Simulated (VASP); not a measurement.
Runs of VASP 6.6.1 on TiC (rocksalt type). The structure is that of space group Fm-3m (No. 225), or close to it. The cells are those of the table. 

```tsv
task	cell	cutoff (eV)	gap on the mesh (eV)	pressure (GPa)
single point	a = 2.637 Å, angles 60.0°, 2 atoms	520	none	278.6
single point	a = 2.507 Å, angles 60.0°, 2 atoms	520	none	489.6
single point	a = 2.841 Å, angles 60.0°, 2 atoms	520	none	92.1
single point	a = 2.998 Å, angles 60.0°, 2 atoms	520	none	19.4
single point	a = 2.933 Å, angles 60.0°, 2 atoms	520	none	(a)
single point	a = 2.743 Å, angles 60.0°, 2 atoms	520	none	(b)
relaxation of cell and atoms	relaxed from a = 3.047 Å, angles 60.0°, 2 atoms	600	none	0.0
```

Alike in all rows: level r2SCAN; potentials or basis VASP PAW PBE potentials, release 64 (Ti_sv, C); no spin polarisation; k mesh 15 × 15 × 15; smearing fermi-dirac 0.1 eV.

Question: Fill in the values left out.

Answer: (a) 44.4; (b) 165.0.

Caveats: the PAW data sets were made with another functional, which shifts forces and pressure a little.

A gap of «none» marks levels without a gap at the run's occupations.
